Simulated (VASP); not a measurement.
MnS:

```
Mn S
1.0
     0.00000    2.60450    2.60450
     2.60450    0.00000    2.60450
     2.60450    2.60450    0.00000
Mn S
1 1
Direct
  0.00000 0.00000 0.00000
  0.50000 0.50000 0.50000
```

Base run:

| Property | Result |
| --- | --- |
| Program | VASP 6.6.1 |
| Functional | PBE |
| Potentials or basis | VASP PAW PBE potentials, release 64 (Mn_pv, S) |
| Cutoff | 520 eV |
| k mesh | 9 × 9 × 9 |
| Occupations | fermi-dirac, width 0.05 eV |
| Spin | collinear spin, ferromagnetic start |
| Starting moments | [4.0, 0.0] μB |
| Hubbard terms | Mn d U = 6.2 eV |

Its results: band gap on the k mesh 1.36 eV (least direct gap 3.27 eV); pressure 5.9 GPa; net moment 5.00 μB per cell; site moments Mn +4.67; S +0.05 μB.

Question: The run is repeated on the same cell with these changes: functional from PBE to r2SCAN; occupations from fermi-dirac, width 0.05 eV to methfessel-paxton, width 0.1 eV. What comes out?

Answer: Band gap on the k mesh 1.93 eV (least direct gap 3.90 eV); pressure 5.5 GPa; net moment 5.00 μB per cell; site moments Mn +4.71; S +0.05 μB.

Caveats: the cell stands under pressure; an odd mesh through Γ misses points on the zone boundary, where band edges can lie; a cell with one magnetic atom can't hold antiferromagnetic order, which such compounds often take; the PAW data sets were made with another functional, which shifts forces and pressure a little (at least some runs).
